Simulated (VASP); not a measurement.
Runs of VASP 6.6.1 on W. The structure is that of space group Fm-3m (No. 225), or close to it. The cells are those of the table. 

| cell | gap on the mesh (eV) | pressure (GPa) |
| --- | --- | --- |
| a = 2.852 Å, angles 60.0°, 1 atom | none | -7.5 |
| a = 2.832 Å, angles 60.0°, 1 atom | none | -1.7 |
| a = 2.890 Å, angles 60.0°, 1 atom | none | -17.4 |
| a = 2.871 Å, angles 60.0°, 1 atom | none | (b) |
| a = 2.927 Å, angles 60.0°, 1 atom | none | -25.6 |
| a = 2.909 Å, angles 60.0°, 1 atom | none | (a) |
| a = 2.812 Å, angles 60.0°, 1 atom | none | 4.9 |

Alike in all rows: task single point; level PBEsol; potentials or basis VASP PAW PBE potentials, release 64 (W_sv); no spin polarisation; k mesh 12 × 12 × 12; cutoff (eV) 520; smearing methfessel-paxton 0.1 eV.

**Question.** Estimate the missing entries.

**Answer.** (a) -21.7; (b) -12.6.

Caveats: the PAW data sets were made with another functional, which shifts forces and pressure a little; spin-orbit coupling is left out, which moves the levels of the heavy elements.

A k mesh can miss the band edges, and the runs leave out spin-orbit coupling on W.

A gap of «none» marks levels without a gap at the run's occupations.
